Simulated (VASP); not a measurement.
# SiC8 in VASP: further runs

Runs on SiC8. Level: PBE+D3(BJ). Tasks: single point.

All numbers are computed with VASP 6.6.1; they aren't measurements. Logs are shortened: lines on timing, memory, paths and dates and some standing lists are left out, and cuts for length are marked.

## Step 1: The cell of the first run

The cell holds a slab with vacuum, 9 atoms: a = 4.931 Å, b = 4.931 Å, c = 17.300 Å, α = 90.00°, β = 90.00°, γ = 120.00°.

## Step 2: Single point, PBE+D3(BJ), collinear spin

INCAR

```
SYSTEM = SiC8
PREC = Accurate
ENCUT = 520
EDIFF = 1E-6
ISMEAR = 0
SIGMA = 0.1
LREAL = .FALSE.
LASPH = .TRUE.
NELM = 150
ALGO = Normal
ISIF = 2
LWAVE = .FALSE.
LCHARG = .TRUE.
ISPIN = 2
MAGMOM = 0 0 0 0 0 0 0 0 2
LORBIT = 11
LDIPOL = .TRUE.
IDIPOL = 3
DIPOL = 0.5 0.5 0.252
GGA = PE
IVDW = 12
LELF = .TRUE.
LVHAR = .TRUE.
LVACPOTAV = .TRUE.
NBANDS = 32
```

KPOINTS

```
Automatic mesh
0
G
  6 6 1
  0 0 0
```

POSCAR

```
SiC8
1.0
    4.9313354216      0.0000000001      0.0000000000
   -2.4656677109      4.2706617497      0.0000000000
    0.0000000000      0.0000000000     17.3000330561
C Si
8 1
Direct
    0.3333333333      0.1666666667      0.2312153418
    0.3333333333      0.6666666667      0.2312153418
    0.8333333333      0.1666666667      0.2312153418
    0.8333333333      0.6666666667      0.2312153418
    0.1666666667      0.3333333333      0.2312134310
    0.1666666667      0.8333333333      0.2312134310
    0.6666666667      0.3333333333      0.2312134310
    0.6666666667      0.8333333333      0.2312134310
    0.3333333333      0.3333333333      0.4219664224
```

Potentials or basis: VASP PAW PBE potentials, release 64 (C, Si).

The run is started by

```console
$ cat potpaw_PBE.64/C/POTCAR potpaw_PBE.64/Si/POTCAR > POTCAR
$ mpirun -np 1 vasp_std > vasp.out
```

OUTCAR:

```text
SYSTEM = SiC8
   PREC = Accurate
   ENCUT = 520
   EDIFF = 1E-6
   ISMEAR = 0
   LREAL = .FALSE.
   LASPH = .TRUE.
   NELM = 150
   ISIF = 2
   ISPIN = 2
   LORBIT = 11
   GGA = PE
   IVDW = 12
 IVDW          = 12

 ion  position               nearest neighbor table
   1  0.333  0.167  0.231-   5 1.42   7 1.42   6 1.42
   2  0.333  0.667  0.231-   6 1.42   8 1.42   5 1.42
   3  0.833  0.167  0.231-   7 1.42   5 1.42   8 1.42
   4  0.833  0.667  0.231-   8 1.42   6 1.42   7 1.42
   5  0.167  0.333  0.231-   1 1.42   3 1.42   2 1.42
   6  0.167  0.833  0.231-   2 1.42   4 1.42   1 1.42
   7  0.667  0.333  0.231-   3 1.42   1 1.42   4 1.42
   8  0.667  0.833  0.231-   4 1.42   2 1.42   3 1.42
   9  0.333  0.333  0.422-

  LATTYP: Found a hexagonal cell.
 ALAT       =     4.9313354216
 C/A-ratio  =     3.5081842092

  Lattice vectors:

 A1 = (   4.9313354216,   0.0000000001,   0.0000000000)
 A2 = (  -2.4656677109,   4.2706617497,   0.0000000000)
 A3 = (   0.0000000000,   0.0000000000,  17.3000330561)

Analysis of symmetry for initial positions (statically):
=====================================================================
 Subroutine PRICEL returns:
 Original cell was already a primitive cell.

 Routine SETGRP: Setting up the symmetry group for a
 hexagonal supercell.

 Subroutine GETGRP returns: Found  2 space group operations
 (whereof  2 operations were pure point group operations)
 out of a pool of 24 trial point group operations.

The static configuration has the point symmetry C_1h.

Analysis of symmetry for dynamics (positions and initial velocities):
=====================================================================
 Subroutine PRICEL returns:
 Original cell was already a primitive cell.

 Routine SETGRP: Setting up the symmetry group for a
 hexagonal supercell.

 Subroutine GETGRP returns: Found  2 space group operations
 (whereof  2 operations were pure point group operations)
 out of a pool of 24 trial point group operations.

The dynamic configuration has the point symmetry C_1h.

Analysis of structural, dynamic, and magnetic symmetry:
=====================================================================
 Subroutine PRICEL returns:
 Original cell was already a primitive cell.

 Routine SETGRP: Setting up the symmetry group for a
 hexagonal supercell.

 Subroutine GETGRP returns: Found  2 space group operations
 (whereof  2 operations were pure point group operations)
[... 154 lines left out ...]

  energy without entropy =      -74.87887670  energy(sigma->0) =      -74.89307324

 E-fermi :  -1.9718     XC(G=0):  -3.5074

 val. band max:       -1.9867208122   @ k =   0.3333   0.1667   0.0000
 cond. band min:      -1.9705125003   @ k =   0.1667   0.0000   0.0000
 fundamental gap:      0.0162083120
 Fermi energy:        -1.9718122429

 spin component 1

 k-point     1 :       0.0000    0.0000    0.0000
  band No.  band energies     occupation
      1     -21.5128      1.00000
      2     -16.2778      1.00000
      3     -16.2702      1.00000
      4     -16.2594      1.00000
      5     -15.2315      1.00000
      6     -15.2269      1.00000
[... 418 lines left out ...]
     29       4.3969      0.00000
     30       4.6907      0.00000
 Fermi energy:        -1.9718122429

 spin component 2

 k-point     1 :       0.0000    0.0000    0.0000
  band No.  band energies     occupation
      1     -21.5108      1.00000
      2     -16.2778      1.00000
      3     -16.2690      1.00000
      4     -16.2541      1.00000
      5     -15.2285      1.00000
      6     -15.2248      1.00000
[... 418 lines left out ...]
     29       4.6727      0.00000
     30       5.3213      0.00000
 [bands above 30 left out]

------------------------ aborting loop because EDIFF is reached ----------------------------------------

 Edisp (eV)   -0.97390

 E8    (eV) :    -0.3146

  FORCE on cell =-STRESS in cart. coord.  units (eV):
  Direction    XX          YY          ZZ          XY          YZ          ZX
  --------------------------------------------------------------------------------------
  -------------------------------------------------------------------------------------
  Total      -0.44850    -0.42586    -0.22722     0.01961     0.04669     0.02696
  in kB      -1.97227    -1.87269    -0.99921     0.08623     0.20534     0.11855
  external pressure =       -1.61 kB  Pullay stress =        0.00 kB

 VOLUME and BASIS-vectors are now :
 -----------------------------------------------------------------------------
  energy-cutoff  :      520.00
  volume of cell :      364.34
      direct lattice vectors                 reciprocal lattice vectors
     4.931335422  0.000000000  0.000000000     0.202784827  0.117077874  0.000000000
    -2.465667711  4.270661750  0.000000000    -0.000000000  0.234155749  0.000000000
     0.000000000  0.000000000 17.300033056     0.000000000  0.000000000  0.057803358

 POSITION                                       TOTAL-FORCE (eV/Angst)
 -----------------------------------------------------------------------------------
      1.23283      0.71178      4.00003         0.043690     -0.060761      0.055331
     -0.00000      2.84711      4.00003        -0.032732      0.068979     -0.006473
      3.69850      0.71178      4.00003        -0.048654     -0.004912     -0.038621
      2.46567      2.84711      4.00003        -0.006425      0.012695      0.015962
      0.00000      1.42355      4.00000        -0.074466      0.007456      0.055331
     -1.23283      3.55888      4.00000         0.020073     -0.044591     -0.038621
      2.46567      1.42355      4.00000         0.076104      0.006143     -0.006473
      1.23283      3.55888      4.00000         0.014207      0.000784      0.015962
      0.82189      1.42355      7.30003         0.008203      0.014207     -0.052399
 -----------------------------------------------------------------------------------
    total drift:                                0.000037      0.000071      0.000207

  FREE ENERGIE OF THE ION-ELECTRON SYSTEM (eV)
  ---------------------------------------------------
  free  energy   TOTEN  =       -75.8811693328 eV

  energy  without entropy=      -75.8527762531  energy(sigma->0) =      -75.86697279

 vacuum level on the upper side and lower side of the slab         2.582         2.286

 total charge

# of ion       s       p       d       tot
------------------------------------------
    1        0.864   1.785   0.000   2.648
    2        0.863   1.786   0.000   2.649
    3        0.863   1.788   0.000   2.650
    4        0.863   1.786   0.000   2.649
    5        0.864   1.785   0.000   2.648
    6        0.863   1.788   0.000   2.650
    7        0.863   1.786   0.000   2.649
    8        0.863   1.786   0.000   2.649
    9        0.953   0.550   0.000   1.502
--------------------------------------------------
tot          7.857  14.839   0.000  22.696

 magnetization (x)

# of ion       s       p       d       tot
------------------------------------------
    1        0.000  -0.002   0.000  -0.002
    2        0.000   0.001   0.000   0.001
    3        0.000   0.003   0.000   0.003
    4        0.000   0.000   0.000   0.001
    5        0.000  -0.002   0.000  -0.002
    6        0.000   0.003   0.000   0.003
    7        0.000   0.001   0.000   0.001
    8        0.000   0.000   0.000   0.001
    9        0.007   0.541   0.000   0.548
--------------------------------------------------
tot          0.010   0.544   0.000   0.554
```

stdout:

```text
POSCAR found type information on POSCAR C Si
 POSCAR found :  2 types and       9 ions
 scaLAPACK will be used
 LDA part: xc-table for (Slater+PW92), standard interpolation
 POSCAR, INCAR and KPOINTS ok, starting setup
 FFT: planning ... GRIDC
 FFT: planning ... GRID_SOFT
 FFT: planning ... GRID
 WAVECAR not read
 entering main loop
 -----------------------------------------------------------------------------
|                                                                             |
|           W    W    AA    RRRRR   N    N  II  N    N   GGGG   !!!           |
|           W    W   A  A   R    R  NN   N  II  NN   N  G    G  !!!           |
|           W    W  A    A  R    R  N N  N  II  N N  N  G       !!!           |
|           W WW W  AAAAAA  RRRRR   N  N N  II  N  N N  G  GGG   !            |
|           WW  WW  A    A  R   R   N   NN  II  N   NN  G    G                |
|           W    W  A    A  R    R  N    N  II  N    N   GGGG   !!!           |
|                                                                             |
|     Did not find any points to average over, which means that no vacuum     |
|     field-free region was found. Please increase the size of  your cell     |
|     in the dimension of the dipole correction to obtain accurate            |
|     workfunction values.                                                    |
|                                                                             |
 -----------------------------------------------------------------------------
```

Wall time 7.8 min (1 thread of AMD EPYC 9R45 (Zen 5), shared host); peak memory 0.76 GiB.

What came out:

- Free energy: -75.8812 eV
- Largest force: 0.093 eV/Å
- Net moment: 1.94 μB per cell
- Site moments: C -0.00, +0.00 (each value once); Si +0.55 μB
- Valence electrons inside the program's atomic spheres: C 2.65; Si 1.50
- Dispersion energy per atom: -0.108 eV

Forces on the atoms (eV/Å):
```
C    0.044 -0.061  0.055
C   -0.033  0.069 -0.006
C   -0.049 -0.005 -0.039
C   -0.006  0.013  0.016
C   -0.074  0.007  0.055
C    0.020 -0.045 -0.039
C    0.076  0.006 -0.006
C    0.014  0.001  0.016
Si   0.008  0.014 -0.052
```

Caveat: a moment this small can come from the mesh or the smearing.

## Step 3: Single point, PBE+D3(BJ), collinear spin

INCAR

```
ALGO     = Normal         # electronic algorithm
DIPOL    = 0.5 0.5 0.252
EDIFF    = 1E-6           # SCF threshold, eV
ENCUT    = 520            # plane-wave cutoff, eV
GGA      = PE             # functional
IDIPOL   = 3            
ISIF     = 2              # what is computed and relaxed
ISMEAR   = 0              # smearing method
ISPIN    = 2              # spin polarisation
IVDW     = 12             # dispersion correction
LASPH    = True           # aspherical terms in the spheres
LCHARG   = False          # write CHGCAR
LDIPOL   = True         
LORBIT   = 11             # projections on sites
LREAL    = False          # projectors in reciprocal space
LWAVE    = False          # write WAVECAR
MAGMOM   = 0 0 0 0 0 0 0 0 2 # initial moments
NBANDS   = 32             # bands
NELM     = 150            # most SCF steps
PREC     = Accurate       # precision mode
SIGMA    = 0.1            # smearing width, eV
```

KPOINTS

```
k-points
0
Gamma
  6 6 1
```

POSCAR: that of step 2 with these lines changed.

```diff
@@ -16,2 +16,2 @@
     0.6666666667      0.8333333333      0.2312134310
-    0.3333333333      0.3333333333      0.4219664224
+    0.4166666667      0.5000000000      0.4219664224
```

Potentials or basis: VASP PAW PBE potentials, release 64 (C, Si).

The run is started by

```console
$ cat potpaw_PBE.64/C/POTCAR potpaw_PBE.64/Si/POTCAR > POTCAR
$ mpirun -np 1 vasp_std > vasp.out
```

Wall time 6.3 min (1 thread of AMD EPYC 9R45 (Zen 5), shared host); peak memory 0.76 GiB.

The run converged. Its results:

| Quantity | Value |
| --- | --- |
| Free energy | -75.8866 eV |
| Largest force | 0.083 eV/Å |
| Net moment | 1.95 μB per cell |
| Site moments | C +0.00, -0.00 (each value once); Si +0.55 μB |
| Valence electrons inside the program's atomic spheres | C 2.65; Si 1.50 |
| Dispersion energy per atom | -0.108 eV |

Forces in eV/Å, atoms in the order of the input:
```
C    0.033 -0.058  0.011
C   -0.047  0.052  0.044
C   -0.013 -0.017 -0.040
C    0.023 -0.003  0.011
C   -0.047 -0.052  0.044
C   -0.013  0.017 -0.040
C    0.023  0.003  0.011
C    0.033  0.058  0.011
Si   0.008  0.000 -0.050
```

Levels at points of the mesh, in eV from the Fermi level:
Spin up:
| k point | band 17 | band 18 | band 19 | band 20 | band 21 | band 22 |
| --- | --- | --- | --- | --- | --- | --- |
| (0.00, 0.00, 0.00) | -2.37 | -0.41 | 0.42 | 0.43 | 1.65 | 1.65 |
| (0.50, 0.00, 0.00) | -2.78 | -0.90 | -0.01 | 0.15 | 2.79 | 2.79 |
| (0.00, 0.50, 0.00) | -2.78 | -0.90 | -0.01 | 0.16 | 2.78 | 2.79 |
Spin down:
| k point | band 15 | band 16 | band 17 | band 18 | band 19 | band 20 |
| --- | --- | --- | --- | --- | --- | --- |
| (0.00, 0.00, 0.00) | -2.42 | -2.41 | -2.36 | 1.03 | 1.59 | 1.60 |
| (0.50, 0.00, 0.00) | -5.06 | -2.80 | -2.76 | 0.45 | 1.65 | 1.71 |
| (0.00, 0.50, 0.00) | -5.06 | -2.80 | -2.76 | 0.45 | 1.62 | 1.75 |

Caveat: a moment this small can come from the mesh or the smearing.
